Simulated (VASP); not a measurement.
BN: single point with PBEsol

Crystal: BN.

```
B N
1.0
     0.00000    1.77976    1.77976
     1.77976    0.00000    1.77976
     1.77976    1.77976    0.00000
B N
1 1
Direct
  0.00000 0.00000 0.00000
  0.75000 0.75000 0.75000
```

| Quantity | Value |
| --- | --- |
| Program | VASP 6.6.1 |
| Task | single point |
| Functional | PBEsol |
| Potentials or basis | VASP PAW PBE potentials, release 64 (B, N) |
| Cutoff | 520 eV |
| k mesh | 12 × 12 × 12 |
| Occupations | gaussian, width 0.01 eV |
| Spin | no spin polarisation |

```
Pressure               : 16.8 GPa
Band gap on the k mesh : 4.32 eV, indirect (least direct gap 8.98 eV)
```

Levels at points of the mesh, in eV from the valence-band top:
```
           k point  band 1  band 2  band 3  band 4  band 5  band 6  band 7  band 8  band 9
(0.00, 0.00, 0.00)  -20.79    0.00    0.00    0.00    8.98    8.98    8.98   11.03   25.39
(0.50, 0.00, 0.00)  -16.30  -11.21   -2.04   -2.04   10.70   10.87   10.87   15.55   23.87
(0.50, 0.50, 0.00)  -14.86   -9.28   -5.17   -5.17    4.32    9.35   18.60   18.60   21.43
```

Run time: 6.6 s on 1 thread of Intel(R) Xeon(R) Platinum 8559C (Emerald Rapids) (shared host), peak memory 0.12 GiB.

Caveat: the PAW data sets were made with another functional, which shifts forces and pressure a little. A k mesh can miss the band edges.
